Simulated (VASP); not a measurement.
# BaTiO3 (C2/m) in VASP: single point with PBEsol

Aim: the single point of BaTiO3 with PBEsol.

All numbers are computed with VASP 6.6.1; they aren't measurements. Logs are shortened: lines on timing, memory, paths and dates and some standing lists are left out, and cuts for length are marked.

### Step 1. The cell of the first run

It takes space group C2/m (No. 12, monoclinic). The conventional cell has a = 5.743 Å, b = 5.572 Å, c = 4.019 Å, α = 90.00°, β = 92.41°, γ = 90.00°. Within 3.7 Å of Ba (site symmetry 2/m) lie 12 O at 2.79 to 2.88 Å and 8 Ti at 3.43 to 3.57 Å. Within 2.7 Å of Ti (site symmetry 2/m) lie 6 O at 2.00 to 2.01 Å. Within 2.9 Å of O (site symmetry 2/m) lie 2 Ti at 2.01 Å and 4 Ba at 2.79 to 2.87 Å and 8 O at 2.79 to 2.88 Å. Within 2.9 Å of O (site symmetry -1) lie 2 Ti at 2.00 Å and 8 O at 2.79 to 2.88 Å and 4 Ba at 2.79 to 2.88 Å.

### Step 2. Single point, PBEsol (equal xy, yz and zx shear strains of +3 %)

INCAR

```
PREC = Accurate
ENCUT = 520
EDIFF = 1E-6
ISMEAR = -1
SIGMA = 0.03
LREAL = False
LASPH = True
NELM = 100
ALGO = Normal
ISIF = 2
LWAVE = False
LCHARG = False
GGA = PS
NBANDS = 28
```

KPOINTS

```
Automatic mesh
0
Gamma
  7 7 7
```

POSCAR

```
BaTiO3
1.0
    3.9998000000      0.0599970000      0.0599970000
    0.0599970000      3.9998000000      0.0599970000
    0.0602700000      0.0602700000      4.0180000000
Ba Ti O
1 1 3
Direct
    0.0000000000      0.0000000000      0.0000000000
    0.5000000000      0.5000000000      0.5000000000
    0.5000000000      0.5000000000      0.0000000000
    0.5000000000      0.0000000000      0.5000000000
    0.0000000000      0.5000000000      0.5000000000
```

Potentials or basis: VASP PAW PBE potentials, release 64 (Ba_sv, Ti_sv, O).

Command:

```bash
$ cat potpaw_PBE.64/Ba_sv/POTCAR potpaw_PBE.64/Ti_sv/POTCAR potpaw_PBE.64/O/POTCAR > POTCAR
$ mpirun -np 1 vasp_std > vasp.out
```

OUTCAR:

```text
PREC = Accurate
   ENCUT = 520
   EDIFF = 1E-6
   ISMEAR = -1
   LREAL = False
   LASPH = True
   NELM = 100
   ISIF = 2
   GGA = PS

 ion  position               nearest neighbor table
   1  0.000  0.000  0.000-   3 2.79   3 2.79   4 2.79   5 2.79   5 2.79   4 2.79   3 2.87   3 2.87
                             4 2.88   5 2.88   4 2.88   5 2.88   2 3.43   2 3.43   2 3.43   2 3.43
   2  0.500  0.500  0.500-   4 2.00   5 2.00   4 2.00   5 2.00   3 2.01   3 2.01   1 3.43   1 3.43
                             1 3.43   1 3.43   1 3.43   1 3.43   1 3.57   1 3.57
   3  0.500  0.500  0.000-   2 2.01   2 2.01   1 2.79   1 2.79   1 2.87   1 2.87
   4  0.500  0.000  0.500-   2 2.00   2 2.00   1 2.79   1 2.79   1 2.88   1 2.88
   5  0.000  0.500  0.500-   2 2.00   2 2.00   1 2.79   1 2.79   1 2.88   1 2.88

  LATTYP: Found a base centered monoclinic cell.
 ALAT       =     5.7426737608
 B/A-ratio  =     0.9702314754
 C/A-ratio  =     0.6998314924
 COS(beta)  =    -0.0420942467

  Lattice vectors:

 A1 = (  -3.9998000000,  -0.0599970000,  -0.0599970000)
 A2 = (  -0.0599970000,  -3.9998000000,  -0.0599970000)
 A3 = (   0.0602700000,   0.0602700000,   4.0180000000)

Analysis of symmetry for initial positions (statically):
=====================================================================
 Subroutine PRICEL returns:
 Original cell was already a primitive cell.

 Routine SETGRP: Setting up the symmetry group for a
 base centered monoclinic supercell.

 Subroutine GETGRP returns: Found  4 space group operations
 (whereof  4 operations were pure point group operations)
 out of a pool of  4 trial point group operations.

The static configuration has the point symmetry C_2h.

Analysis of symmetry for dynamics (positions and initial velocities):
=====================================================================
 Subroutine PRICEL returns:
 Original cell was already a primitive cell.

 Routine SETGRP: Setting up the symmetry group for a
 base centered monoclinic supercell.

 Subroutine GETGRP returns: Found  4 space group operations
 (whereof  4 operations were pure point group operations)
 out of a pool of  4 trial point group operations.

The dynamic configuration has the point symmetry C_2h.

 Subroutine INISYM returns: Found  4 space group operations
 (whereof  4 operations are pure point group operations),
 and found     1 'primitive' translations

----------------------------------------------------------------------------------------

[... 100 lines left out ...]
   EDIFFG = 0.1E-04   stopping-criterion for IOM
   NSW    =      0    number of steps for IOM
   IBRION =     -1    ionic relax: 0-MD 1-quasi-New 2-CG
   NFREE  =      0    steps in history (QN), initial steepest desc. (CG)
   ISIF   =      2    stress and relaxation
   ISYM   =      2    0-nonsym 1-usesym 2-fastsym
   POTIM  = 0.5000    time-step for ionic-motion
   TEBEG  =    0.0;   TEEND  =   0.0 temperature during run
   PSTRESS=    0.0 pullay stress
   NELECT =      40.0000    total number of electrons
   NUPDOWN=      -1.0000    fix difference up-down
   EMIN   =  10.00;   EMAX   =-10.00  energy-range for DOS
   EFERMI =   0.00;   METHOD = LEGACY
   ISMEAR =    -1;   SIGMA  =   0.03  broadening in eV -4-tet -1-fermi 0-gaus
   EFERMI_NEDOS =   21; number of points for ismear=-14 and -15
   IALGO  =     38    algorithm
   IMIX   =      4    mixing-type and parameters
     AMIX     =   0.40;   BMIX     =  1.00
     AMIX_MAG =   1.60;   BMIX_MAG =  1.00
  volume/ion in A,a.u.               =      12.85        86.70
  Fermi-wavevector in a.u.,A,eV,Ry     =   1.397964  2.641770 26.589926  1.954304
  Thomas-Fermi vector in A             =   2.521169
   LORBIT       =      0    0 simple, 1 ext, 2 COOP (PROOUT), +10 PAW based schemes
   GGA     = PS    functional components
   LHFCALC =     F    Hartree Fock is set to
   AEXX    =    0.0000 exact exchange contribution
   IVDW    =     0    specifies the selected vdW correction
   LEPSILON=     F    determine dielectric tensor
   LRPA    =     F    only Hartree local field effects (RPA)
 non-spin polarized calculation
  energy-cutoff  :      520.00
  volume of cell :       64.24
 maximum number of plane-waves:      1753
 NGX is ok and might be reduce to    30
   NGX = 15   NGY = 15   NGZ = 15

 number of electron      39.9999965 magnetization

 Free energy of the ion-electron system (eV)
  ---------------------------------------------------
  ext. energy  EPLUGINS =         0.00000000
  ---------------------------------------------------
  free energy    TOTEN  =       -41.90826364 eV

  energy without entropy =      -41.90826364  energy(sigma->0) =      -41.90826364

 E-fermi :   4.3701     XC(G=0): -11.5071

 val. band max:        3.6520809004   @ k =  -0.4286  -0.4286   0.4286
 cond. band min:       5.3026678212   @ k =   0.0000   0.0000   0.0000
 fundamental gap:      1.6505869207
 Fermi energy:         4.3701257485

 k-point     1 :       0.0000    0.0000    0.0000
  band No.  band energies     occupation
      1     -52.7061      2.00000
      2     -29.0410      2.00000
      3     -29.0399      2.00000
      4     -29.0048      2.00000
      5     -21.0861      2.00000
      6     -13.1338      2.00000
[... 733 lines left out ...]
     27       9.6358      0.00000
     28      11.8005      0.00000

 [... further k-points ...]

------------------------ aborting loop because EDIFF is reached ----------------------------------------

  FORCE on cell =-STRESS in cart. coord.  units (eV):
  Direction    XX          YY          ZZ          XY          YZ          ZX
  --------------------------------------------------------------------------------------
  -------------------------------------------------------------------------------------
  Total       -0.8985967     -0.8985967     -1.2380837     -1.4711390     -1.4655138     -1.4655138
  in kB      -22.4119294    -22.4119294    -30.8790854    -36.6917242    -36.5514266    -36.5514267
  external PRESSURE =     -25.2343147 kB  Pullay stress =       0.0000000 kB

 VOLUME and BASIS-vectors are now :
 -----------------------------------------------------------------------------
  energy-cutoff  :      520.00
  volume of cell :       64.24
      direct lattice vectors                 reciprocal lattice vectors
     3.999800000  0.059997000  0.059997000     0.250123393 -0.003696405 -0.003696405
     0.059997000  3.999800000  0.059997000    -0.003696405  0.250123393 -0.003696405
     0.060270000  0.060270000  4.018000000    -0.003679662 -0.003679662  0.248990430

 POSITION                                       TOTAL-FORCE (eV/Angst)
 -----------------------------------------------------------------------------------
      0.00000      0.00000      0.00000         0.000000      0.000000      0.000000
      2.06003      2.06003      2.06900         0.000000     -0.000000      0.000000
      2.02990      2.02990      0.06000        -0.000000      0.000000      0.000000
      2.03003      0.06013      2.03900         0.000000      0.000000     -0.000000
      0.06013      2.03003      2.03900         0.000000      0.000000      0.000000
 -----------------------------------------------------------------------------------
    total drift:                                0.000000      0.000000     -0.000000

  FREE ENERGIE OF THE ION-ELECTRON SYSTEM (eV)
  ---------------------------------------------------
  free  energy   TOTEN  =       -41.9082636447 eV

  energy  without entropy=      -41.9082636447  energy(sigma->0) =      -41.90826364
```

OSZICAR:

```text
N       E                     dE             d eps       ncg     rms          rms(c)
DAV:   1     0.431292642160E+03    0.43129E+03   -0.20917E+04  5600   0.155E+03
DAV:   2    -0.618799202174E+01   -0.43748E+03   -0.41654E+03  6392   0.428E+02
DAV:   3    -0.501358382587E+02   -0.43948E+02   -0.43463E+02  7788   0.133E+02
DAV:   4    -0.522320126902E+02   -0.20962E+01   -0.20917E+01  8516   0.247E+01
DAV:   5    -0.522914843664E+02   -0.59472E-01   -0.59461E-01  7520   0.324E+00    0.225E+01
DAV:   6    -0.421979392612E+02    0.10094E+02   -0.53614E+01  8188   0.648E+01    0.978E+00
DAV:   7    -0.420780006286E+02    0.11994E+00   -0.89492E+00  7456   0.214E+01    0.657E+00
DAV:   8    -0.419035913452E+02    0.17441E+00   -0.90143E-01  6840   0.868E+00    0.267E+00
DAV:   9    -0.419311675336E+02   -0.27576E-01   -0.21318E-01  7540   0.299E+00    0.135E+00
DAV:  10    -0.419086314343E+02    0.22536E-01   -0.12145E-01  6596   0.358E+00    0.207E-01
DAV:  11    -0.419083113034E+02    0.32013E-03   -0.39461E-03  6924   0.550E-01    0.669E-02
DAV:  12    -0.419083948460E+02   -0.83543E-04   -0.58734E-04  7832   0.180E-01    0.103E-01
DAV:  13    -0.419082669161E+02    0.12793E-03   -0.54864E-04  7208   0.235E-01    0.183E-02
DAV:  14    -0.419082652716E+02    0.16444E-05   -0.40125E-05  7024   0.635E-02    0.104E-02
DAV:  15    -0.419082637685E+02    0.15031E-05   -0.55020E-06  7100   0.207E-02    0.294E-03
DAV:  16    -0.419082636447E+02    0.12386E-06   -0.44767E-07  3816   0.628E-03
   1 F= -.41908264E+02 E0= -.41908264E+02  d E =-.209237E-11
```

It took 4.9 min on 1 thread of Intel Xeon 8259CL, shared host; peak memory 0.3 GiB.

What came out:

- Free energy: -41.9083 eV
- Pressure: -2.5 GPa
- Band gap on the k mesh: 1.65 eV (least direct gap 1.67 eV)

Stress tensor (GPa, compression positive):
```
-2.24 -3.67 -3.66
-3.67 -2.24 -3.66
-3.66 -3.66 -3.09
```

Caveat: the cell differs from its parent crystal (equal xy, yz and zx shear strains of +3 %); the PAW data sets were made with another functional, which shifts forces and pressure a little; spin-orbit coupling is left out, which moves the levels of the heavy elements. A k mesh can miss the band edges.
